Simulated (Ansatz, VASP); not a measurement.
# Ti20Si in VASP and in Ansatz

The input INCAR:

```
SYSTEM = Ti20Si
PREC = Accurate
ENCUT = 520
EDIFF = 1E-6
ISMEAR = 0
SIGMA = 0.1
LREAL = Auto
LASPH = .True.
NELM = 60
ALGO = Normal
ISIF = 2
LWAVE = .False.
LCHARG = .False.
LDIPOL = .True.
IDIPOL = 3
DIPOL = 0.5 0.5 0.337
GGA = PE
IVDW = 12
NBANDS = 138
```

The input KPOINTS:

```
Automatic mesh
0
Gamma
  6 6 1
  0 0 0
```

POSCAR

```
Ti20Si
1.0
    5.7723543927      0.0000000000      0.0000000000
   -2.8861771964      4.9990055437      0.0000000000
    0.0000000000      0.0000000000     26.5136816007
Ti Si
20 1
Direct
    0.3333333333      0.1666666667      0.1508655064
    0.3333333333      0.6666666667      0.1508655064
    0.8333333333      0.1666666667      0.1508655064
    0.8333333333      0.6666666667      0.1508655064
    0.1666666667      0.3333333333      0.2371222810
    0.1666666667      0.8333333333      0.2371222810
    0.6666666667      0.3333333333      0.2371222810
    0.6666666667      0.8333333333      0.2371222810
    0.3333333333      0.1666666667      0.3246428138
    0.3333333333      0.6666666667      0.3246428138
    0.8333333333      0.1666666667      0.3246428138
    0.8333333333      0.6666666667      0.3246428138
    0.1666666667      0.3333333333      0.4130984878
    0.1666666667      0.8333333333      0.4130984878
    0.6666666667      0.3333333333      0.4130984878
    0.6666666667      0.8333333333      0.4130984878
    0.3333333333      0.1666666667      0.4946005537
    0.3333333333      0.6666666667      0.4946005537
    0.8333333333      0.1666666667      0.4946005537
    0.8333333333      0.6666666667      0.4946005537
    0.6666666667      0.3333333333      0.5888914952
```

Input for Ansatz:

```yaml
crystal:
  lattice:
    - [5.7723543929, 0.0, 0.0]
    - [-2.8861771965, 4.9990055439, 0.0]
    - [0.0, 0.0, 26.5136808743]
  atoms:
    - { symbol: Ti, position: [0.3333333333, 0.1666666667, 0.1508655105] }
    - { symbol: Ti, position: [0.3333333333, 0.6666666667, 0.1508655105] }
    - { symbol: Ti, position: [0.8333333333, 0.1666666667, 0.1508655105] }
    - { symbol: Ti, position: [0.8333333333, 0.6666666667, 0.1508655105] }
    - { symbol: Ti, position: [0.1666666667, 0.3333333333, 0.2371222875] }
    - { symbol: Ti, position: [0.1666666667, 0.8333333333, 0.2371222875] }
    - { symbol: Ti, position: [0.6666666667, 0.3333333333, 0.2371222875] }
    - { symbol: Ti, position: [0.6666666667, 0.8333333333, 0.2371222875] }
    - { symbol: Ti, position: [0.3333333333, 0.1666666667, 0.3246428107] }
    - { symbol: Ti, position: [0.3333333333, 0.6666666667, 0.3246428107] }
    - { symbol: Ti, position: [0.8333333333, 0.1666666667, 0.3246428107] }
    - { symbol: Ti, position: [0.8333333333, 0.6666666667, 0.3246428107] }
    - { symbol: Ti, position: [0.1666666667, 0.3333333333, 0.4130984707] }
    - { symbol: Ti, position: [0.1666666667, 0.8333333333, 0.4130984707] }
    - { symbol: Ti, position: [0.6666666667, 0.3333333333, 0.4130984707] }
    - { symbol: Ti, position: [0.6666666667, 0.8333333333, 0.4130984707] }
    - { symbol: Ti, position: [0.3333333333, 0.1666666667, 0.4946005399] }
    - { symbol: Ti, position: [0.3333333333, 0.6666666667, 0.4946005399] }
    - { symbol: Ti, position: [0.8333333333, 0.1666666667, 0.4946005399] }
    - { symbol: Ti, position: [0.8333333333, 0.6666666667, 0.4946005399] }
    - { symbol: Si, position: [0.6666666667, 0.3333333333, 0.5888914839] }
basis:
  ecutwfc: 420
kpoints:
  mp_grid: { grid: [6, 6, 1] }
hamiltonian:
  xc: pbe
  pseudopotentials: { kind: paw, azcp: { folder: soft_1 } }
  dispersion: d3bj
scf:
  occupations: { method: gaussian, width: 0.1 }
output:
  forces: true
  eigenvalues: true
efield:
  axis: 3
  dipole_correction: true
  ramp_width: 0.04
```

Alike in both runs: task single point; functional PBE; dispersion D3(BJ); k mesh 6 × 6 × 1; occupations gaussian, width 0.1 eV; no spin polarisation.

|  | VASP | Ansatz |
| --- | --- | --- |
| version | VASP 6.6.1 | Ansatz 0.2.0 |
| potentials or method | VASP PAW PBE potentials, release 64 (Ti_sv, Si), cutoff 520 eV | scalar-relativistic, plane waves, PAW |
| valence electrons in the cell | 244 | 244 |

|  | VASP | Ansatz | Ansatz less VASP |
| --- | --- | --- | --- |
| gap on the k mesh at the Fermi level (eV) | none | none | - |
| rms of the force components (eV/Å) | 0.427 | 0.428 | +0.0003 |

Atom by atom the forces differ by 0.006 eV/Å (rms over components). A gap of «none» marks a metal or a gap that the smearing closes.
